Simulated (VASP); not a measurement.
# ZnCrC4N4 (P-43m) in VASP: notebook

Runs on ZnCrC4N4. Level: PBE. Tasks: single point.

Everything below comes from runs of VASP 6.6.1. Logs are shortened: lines on timing, memory, paths and dates and some standing lists are left out, and cuts for length are marked.

### 1 The cell of the first run

The structure is cubic, space group P-43m (No. 215). The conventional cell has a = 5.907 Å, b = 5.907 Å, c = 5.907 Å, α = 90.00°, β = 90.00°, γ = 90.00°. Zn (site symmetry -43m) has 4 N at 2.01 Å within 2.7 Å. Cr (site symmetry -43m) has 4 C at 1.94 Å within 2.6 Å. C (site symmetry 3m) has 1 N at 1.17 Å within 1.6 Å. Within 1.6 Å of N (site symmetry 3m) lie 1 C at 1.17 Å.

### 2 Single point, PBE, collinear spin, ferromagnetic start

INCAR

```
SYSTEM = ZnCrC4N4
PREC = Accurate ; ENCUT = 520
EDIFF = 1E-6 ; ISMEAR = 0
SIGMA = 0.1 ; LREAL = .False.
LASPH = .True. ; NELM = 150
ALGO = Normal ; ISIF = 2
LWAVE = .False. ; LCHARG = .False.
ISPIN = 2 ; MAGMOM = 0 3 0 0 0 0 0 0 0 0
LORBIT = 11 ; LMAXMIX = 4
GGA = PE ; NBANDS = 45
```

KPOINTS

```
regular mesh
0
Gamma
  4 4 4
  0 0 0
```

POSCAR

```
ZnCrC4N4
1.0
    5.9068706000      0.0000000000      0.0000000000
    0.0000000000      5.9068706000      0.0000000000
    0.0000000000      0.0000000000      5.9068706000
Zn Cr C N
1 1 4 4
Direct
    0.5000000000      0.5000000000      0.5000000000
    0.0000000000      0.0000000000      0.0000000000
    0.1894243000      0.1894243000      0.1894243000
    0.1894243000      0.8105757000      0.8105757000
    0.8105757000      0.1894243000      0.8105757000
    0.8105757000      0.8105757000      0.1894243000
    0.3037826200      0.3037826200      0.3037826200
    0.3037826200      0.6962173800      0.6962173800
    0.6962173800      0.3037826200      0.6962173800
    0.6962173800      0.6962173800      0.3037826200
```

Potentials or basis: VASP PAW PBE potentials, release 64 (Zn, Cr_pv, C, N).

Started as:

```
$ cat potpaw_PBE.64/Zn/POTCAR potpaw_PBE.64/Cr_pv/POTCAR potpaw_PBE.64/C/POTCAR potpaw_PBE.64/N/POTCAR > POTCAR
$ mpirun -np 1 vasp_std > vasp.out
```

OUTCAR:

```text
SYSTEM = ZnCrC4N4
   PREC = Accurate
   ENCUT = 520
   EDIFF = 1E-6
   ISMEAR = 0
   LREAL = .False.
   LASPH = .True.
   NELM = 150
   ISIF = 2
   ISPIN = 2
   LORBIT = 11
   GGA = PE

 ion  position               nearest neighbor table
   1  0.500  0.500  0.500-   7 2.01   8 2.01   9 2.01  10 2.01
   2  0.000  0.000  0.000-   3 1.94   4 1.94   5 1.94   6 1.94
   3  0.189  0.189  0.189-   7 1.17   2 1.94
   4  0.189  0.811  0.811-   8 1.17   2 1.94
   5  0.811  0.189  0.811-   9 1.17   2 1.94
   6  0.811  0.811  0.189-  10 1.17   2 1.94
   7  0.304  0.304  0.304-   3 1.17   1 2.01
   8  0.304  0.696  0.696-   4 1.17   1 2.01
   9  0.696  0.304  0.696-   5 1.17   1 2.01
  10  0.696  0.696  0.304-   6 1.17   1 2.01

  LATTYP: Found a simple cubic cell.
 ALAT       =     5.9068706000

  Lattice vectors:

 A1 = (   5.9068706000,   0.0000000000,   0.0000000000)
 A2 = (   0.0000000000,   5.9068706000,   0.0000000000)
 A3 = (   0.0000000000,   0.0000000000,   5.9068706000)

Analysis of symmetry for initial positions (statically):
=====================================================================
 Subroutine PRICEL returns:
 Original cell was already a primitive cell.

 Routine SETGRP: Setting up the symmetry group for a
 simple cubic supercell.

 Subroutine GETGRP returns: Found 24 space group operations
 (whereof 24 operations were pure point group operations)
 out of a pool of 48 trial point group operations.

The static configuration has the point symmetry T_d .

Analysis of symmetry for dynamics (positions and initial velocities):
=====================================================================
 Subroutine PRICEL returns:
 Original cell was already a primitive cell.

 Routine SETGRP: Setting up the symmetry group for a
 simple cubic supercell.

 Subroutine GETGRP returns: Found 24 space group operations
 (whereof 24 operations were pure point group operations)
 out of a pool of 48 trial point group operations.

The dynamic configuration has the point symmetry T_d .

Analysis of structural, dynamic, and magnetic symmetry:
=====================================================================
 Subroutine PRICEL returns:
 Original cell was already a primitive cell.

 Routine SETGRP: Setting up the symmetry group for a
 simple cubic supercell.

 Subroutine GETGRP returns: Found 24 space group operations
 (whereof 24 operations were pure point group operations)
 out of a pool of 48 trial point group operations.

The overall configuration has the point symmetry T_d .

 Subroutine INISYM returns: Found 24 space group operations
 (whereof 24 operations are pure point group operations),
 and found     1 'primitive' translations

----------------------------------------------------------------------------------------

                                     Primitive cell

  volume of cell :     206.0973

  direct lattice vectors                    reciprocal lattice vectors
     5.906870600  0.000000000  0.000000000     0.169294381  0.000000000  0.000000000
     0.000000000  5.906870600  0.000000000     0.000000000  0.169294381  0.000000000
     0.000000000  0.000000000  5.906870600     0.000000000  0.000000000  0.169294381

  length of vectors
     5.906870600  5.906870600  5.906870600     0.169294381  0.169294381  0.169294381

  position of ions in fractional coordinates (direct lattice)
     0.500000000  0.500000000  0.500000000
     0.000000000  0.000000000  0.000000000
     0.189424300  0.189424300  0.189424300
     0.189424300  0.810575700  0.810575700
     0.810575700  0.189424300  0.810575700
     0.810575700  0.810575700  0.189424300
     0.303782620  0.303782620  0.303782620
     0.303782620  0.696217380  0.696217380
     0.696217380  0.303782620  0.696217380
     0.696217380  0.696217380  0.303782620

  ion indices of the primitive-cell ions
   primitive index   ion index
                 1           1
                 2           2
                 3           3
                 4           4
                 5           5
                 6           6
                 7           7
                 8           8
                 9           9
                10          10

[... 48 lines left out ...]
   ISTART =      0    job   : 0-new  1-cont  2-samecut
   ICHARG =      2    charge: 1-file 2-atom 10-const
   ISPIN  =      2    spin polarized calculation?
   LNONCOLLINEAR =      F non collinear calculations
   LSORBIT =      F    spin-orbit coupling
   LASPH  =      T    aspherical Exc in radial PAW
   ENCUT  =  520.0 eV  38.22 Ry    6.18 a.u.  10.98 10.98 10.98*2*pi/ulx,y,z
   NELM   =    150;   NELMIN=  2; NELMDL= -5     # of ELM steps
   EDIFF  = 0.1E-05   stopping-criterion for ELM
   LREAL  =      F    real-space projection
   EDIFFG = 0.1E-04   stopping-criterion for IOM
   NSW    =      0    number of steps for IOM
   IBRION =     -1    ionic relax: 0-MD 1-quasi-New 2-CG
   NFREE  =      0    steps in history (QN), initial steepest desc. (CG)
   ISIF   =      2    stress and relaxation
   ISYM   =      2    0-nonsym 1-usesym 2-fastsym
   POTIM  = 0.5000    time-step for ionic-motion
   TEBEG  =    0.0;   TEEND  =   0.0 temperature during run
   PSTRESS=    0.0 pullay stress
   NELECT =      60.0000    total number of electrons
   NUPDOWN=      -1.0000    fix difference up-down
   EMIN   =  10.00;   EMAX   =-10.00  energy-range for DOS
   EFERMI =   0.00;   METHOD = LEGACY
   ISMEAR =     0;   SIGMA  =   0.10  broadening in eV -4-tet -1-fermi 0-gaus
   EFERMI_NEDOS =   21; number of points for ismear=-14 and -15
   IALGO  =     38    algorithm
   IMIX   =      4    mixing-type and parameters
     AMIX     =   0.40;   BMIX     =  1.00
     AMIX_MAG =   1.60;   BMIX_MAG =  1.00
  volume/ion in A,a.u.               =      20.61       139.08
  Fermi-wavevector in a.u.,A,eV,Ry     =   1.085012  2.050375 16.017467  1.177251
  Thomas-Fermi vector in A             =   2.221115
   LORBIT       =     11    0 simple, 1 ext, 2 COOP (PROOUT), +10 PAW based schemes
   GGA     = PE    functional components
   LHFCALC =     F    Hartree Fock is set to
   AEXX    =    0.0000 exact exchange contribution
   IVDW    =     0    specifies the selected vdW correction
   LEPSILON=     F    determine dielectric tensor
   LRPA    =     F    only Hartree local field effects (RPA)
 spin polarized calculation
 Gauss-broadening in eV      SIGMA  =   0.10
  energy-cutoff  :      520.00
  volume of cell :      206.10
 maximum number of plane-waves:      5580
 NGX is ok and might be reduce to    48
   NGX = 21   NGY = 21   NGZ = 21

 number of electron      60.0000010 magnetization       4.0016058

 Free energy of the ion-electron system (eV)
  ---------------------------------------------------
  ext. energy  EPLUGINS =         0.00000000
  ---------------------------------------------------
  free energy    TOTEN  =       -76.97846463 eV

  energy without entropy =      -76.91638198  energy(sigma->0) =      -76.94742330

 E-fermi :  -0.7285     XC(G=0):  -7.1398

 val. band max:       -0.7294905879   @ k =   0.5000   0.2500   0.2500
 cond. band min:      -0.7200508667   @ k =   0.5000   0.2500   0.0000
 fundamental gap:      0.0094397213
 Fermi energy:        -0.7285487894

 spin component 1

 k-point     1 :       0.0000    0.0000    0.0000
  band No.  band energies     occupation
      1     -45.0380      1.00000
      2     -45.0380      1.00000
      3     -45.0380      1.00000
      4     -18.8981      1.00000
      5     -18.7717      1.00000
      6     -18.7717      1.00000
[... 439 lines left out ...]
     41       4.1452      0.00000
     42       4.7215      0.00000
 Fermi energy:        -0.7285487894

 spin component 2

 k-point     1 :       0.0000    0.0000    0.0000
  band No.  band energies     occupation
      1     -42.0852      1.00000
      2     -42.0852      1.00000
      3     -42.0852      1.00000
      4     -18.7743      1.00000
      5     -18.6499      1.00000
      6     -18.6499      1.00000
[... 439 lines left out ...]
     41       4.6763      0.00000
     42       4.8581      0.00000
 [bands above 42 left out]

------------------------ aborting loop because EDIFF is reached ----------------------------------------

  FORCE on cell =-STRESS in cart. coord.  units (eV):
  Direction    XX          YY          ZZ          XY          YZ          ZX
  --------------------------------------------------------------------------------------
  -------------------------------------------------------------------------------------
  Total        2.8838603      2.8838603      2.8838603      0.0000000      0.0000000      0.0000000
  in kB       22.4188032     22.4188032     22.4188032      0.0000000      0.0000000      0.0000000
  external PRESSURE =      22.4188032 kB  Pullay stress =       0.0000000 kB

 VOLUME and BASIS-vectors are now :
 -----------------------------------------------------------------------------
  energy-cutoff  :      520.00
  volume of cell :      206.10
      direct lattice vectors                 reciprocal lattice vectors
     5.906870600  0.000000000  0.000000000     0.169294381  0.000000000  0.000000000
     0.000000000  5.906870600  0.000000000     0.000000000  0.169294381  0.000000000
     0.000000000  0.000000000  5.906870600     0.000000000  0.000000000  0.169294381

 POSITION                                       TOTAL-FORCE (eV/Angst)
 -----------------------------------------------------------------------------------
      2.95344      2.95344      2.95344        -0.000000      0.000000     -0.000000
      0.00000      0.00000      0.00000        -0.000000     -0.000000     -0.000000
      1.11890      1.11890      1.11890         0.388620      0.388620      0.388620
      1.11890      4.78797      4.78797         0.388620     -0.388620     -0.388620
      4.78797      1.11890      4.78797        -0.388620      0.388620     -0.388620
      4.78797      4.78797      1.11890        -0.388620     -0.388620      0.388620
      1.79440      1.79440      1.79440         0.569061      0.569061      0.569061
      1.79440      4.11247      4.11247         0.569061     -0.569061     -0.569061
      4.11247      1.79440      4.11247        -0.569061      0.569061     -0.569061
      4.11247      4.11247      1.79440        -0.569061     -0.569061      0.569061
 -----------------------------------------------------------------------------------
    total drift:                               -0.000000     -0.000000     -0.000000

  FREE ENERGIE OF THE ION-ELECTRON SYSTEM (eV)
  ---------------------------------------------------
  free  energy   TOTEN  =       -76.9784646263 eV

  energy  without entropy=      -76.9163819827  energy(sigma->0) =      -76.94742330

 total charge

# of ion       s       p       d       tot
------------------------------------------
    1        0.420   0.487   9.850  10.757
    2        0.393   6.443   4.129  10.965
    3        0.968   1.644   0.000   2.612
    4        0.968   1.644   0.000   2.612
    5        0.968   1.644   0.000   2.612
    6        0.968   1.644   0.000   2.612
    7        1.297   2.586   0.000   3.883
    8        1.297   2.586   0.000   3.883
    9        1.297   2.586   0.000   3.883
   10        1.297   2.586   0.000   3.883
--------------------------------------------------
tot          9.875  23.849  13.979  47.704

 magnetization (x)

# of ion       s       p       d       tot
------------------------------------------
    1       -0.002  -0.002   0.012   0.008
    2        0.023   0.105   2.815   2.943
    3       -0.009  -0.030   0.000  -0.039
    4       -0.009  -0.030   0.000  -0.039
    5       -0.009  -0.030   0.000  -0.039
    6       -0.009  -0.030   0.000  -0.039
    7        0.005   0.109   0.000   0.115
    8        0.005   0.109   0.000   0.115
    9        0.005   0.109   0.000   0.115
   10        0.005   0.109   0.000   0.115
--------------------------------------------------
tot          0.006   0.420   2.827   3.253
```

Wall time 2.5 min (1 thread of AMD EPYC 9R45 (Zen 5), shared host); peak memory 0.44 GiB.

Results:

* Free energy: -76.9785 eV
* Pressure: 2.2 GPa
* Largest force: 0.986 eV/Å
* Band gap on the k mesh: zero (filled and empty bands overlap)
* Net moment: 4.00 μB per cell
* Site moments: Zn +0.01; Cr +2.94; C -0.04; N +0.12 μB
* Valence electrons inside the program's atomic spheres: Zn 10.76; Cr 10.96; C 2.61; N 3.88

Forces in eV/Å, atoms in the order of the input:
```
Zn   0.000  0.000  0.000
Cr   0.000  0.000  0.000
C    0.389  0.389  0.389
C    0.389 -0.389 -0.389
C   -0.389  0.389 -0.389
C   -0.389 -0.389  0.389
N    0.569  0.569  0.569
N    0.569 -0.569 -0.569
N   -0.569  0.569 -0.569
N   -0.569 -0.569  0.569
```

Caveat: a cell with one magnetic atom can't hold antiferromagnetic order, which such compounds often take. With open d or f shells a metallic result of PBE can be an artefact of self-interaction; +U or a hybrid may open a gap.

### 3 Single point, PBE, collinear spin, ferromagnetic start

This run uses another cell than the first one, of 21.42 Å³/atom.

INCAR

```
SYSTEM = ZnCrC4N4
PREC = Accurate
ENCUT = 520
EDIFF = 1E-6
ISMEAR = 0
SIGMA = 0.1
LREAL = .FALSE.
LASPH = .TRUE.
NELM = 150
ALGO = Normal
ISIF = 2
LWAVE = .FALSE.
LCHARG = .TRUE.
ISPIN = 2
MAGMOM = 0 3 0 0 0 0 0 0 0 0
LORBIT = 11
LMAXMIX = 4
GGA = PE
LELF = .TRUE.
LVHAR = .TRUE.
NBANDS = 45
```

KPOINTS

```
Automatic mesh
0
G
  4 4 4
  0 0 0
```

POSCAR

```
ZnCrC4N4
1.0
    5.9829551019      0.0000000000      0.0000000000
    0.0000000000      5.9829551019      0.0000000000
    0.0000000000      0.0000000000      5.9829551019
Zn Cr C N
1 1 4 4
Direct
    0.5000000000      0.5000000000      0.5000000000
    0.0000000000      0.0000000000      0.0000000000
    0.1979391421      0.1979391421      0.1979391421
    0.1979391421      0.8020608579      0.8020608579
    0.8020608579      0.1979391421      0.8020608579
    0.8020608579      0.8020608579      0.1979391421
    0.3106763322      0.3106763322      0.3106763322
    0.3106763322      0.6893236678      0.6893236678
    0.6893236678      0.3106763322      0.6893236678
    0.6893236678      0.6893236678      0.3106763322
```

Potentials or basis: VASP PAW PBE potentials, release 64 (Zn, Cr_pv, C, N).

Started as:

```
$ cat potpaw_PBE.64/Zn/POTCAR potpaw_PBE.64/Cr_pv/POTCAR potpaw_PBE.64/C/POTCAR potpaw_PBE.64/N/POTCAR > POTCAR
$ mpirun -np 1 vasp_std > vasp.out
```

Run time: 2.4 min. Hardware: 1 thread of AMD EPYC 9R45 (Zen 5), shared host; peak memory 0.45 GiB.

Results (log left out):

- Free energy: -77.2821 eV
- Pressure: 0.6 GPa
- Largest force: 0.354 eV/Å
- Band gap on the k mesh: zero (filled and empty bands overlap)
- Net moment: 4.00 μB per cell
- Site moments: Zn +0.01; Cr +3.19; C -0.04; N +0.07 μB
- Valence electrons inside the program's atomic spheres: Zn 10.86; Cr 10.66; C 2.59; N 3.90

Forces in eV/Å, atoms in the order of the input:
```
Zn   0.000  0.000  0.000
Cr   0.000  0.000  0.000
C   -0.204 -0.204 -0.204
C   -0.204  0.204  0.204
C    0.204 -0.204  0.204
C    0.204  0.204 -0.204
N    0.198  0.198  0.198
N    0.198 -0.198 -0.198
N   -0.198  0.198 -0.198
N   -0.198 -0.198  0.198
```

Levels at points of the mesh, in eV from the Fermi level:
Spin up:
| k point | band 31 | band 32 | band 33 | band 34 | band 35 | band 36 |
| --- | --- | --- | --- | --- | --- | --- |
| (0.00, 0.00, 0.00) | -0.20 | -0.20 | -0.20 | 3.89 | 3.89 | 3.89 |
| (0.50, 0.00, 0.00) | -0.11 | 0.03 | 0.03 | 3.81 | 3.81 | 4.10 |
| (0.50, 0.50, 0.00) | -0.04 | 0.04 | 0.04 | 4.08 | 4.10 | 4.15 |
| (0.50, 0.50, 0.50) | -0.09 | -0.09 | -0.09 | 4.17 | 4.17 | 4.17 |
Spin down:
| k point | band 25 | band 26 | band 27 | band 28 | band 29 | band 30 | band 31 | band 32 |
| --- | --- | --- | --- | --- | --- | --- | --- | --- |
| (0.00, 0.00, 0.00) | -3.69 | -3.32 | -3.32 | -3.32 | 1.37 | 1.37 | 1.55 | 1.55 |
| (0.50, 0.00, 0.00) | -3.74 | -3.49 | -3.27 | -3.27 | 1.32 | 1.46 | 1.72 | 1.88 |
| (0.50, 0.50, 0.00) | -3.62 | -3.51 | -3.30 | -3.30 | 1.31 | 1.46 | 1.87 | 1.92 |
| (0.50, 0.50, 0.50) | -3.57 | -3.50 | -3.50 | -3.50 | 1.37 | 1.37 | 1.77 | 1.77 |

Caveat: a cell with one magnetic atom can't hold antiferromagnetic order, which such compounds often take.
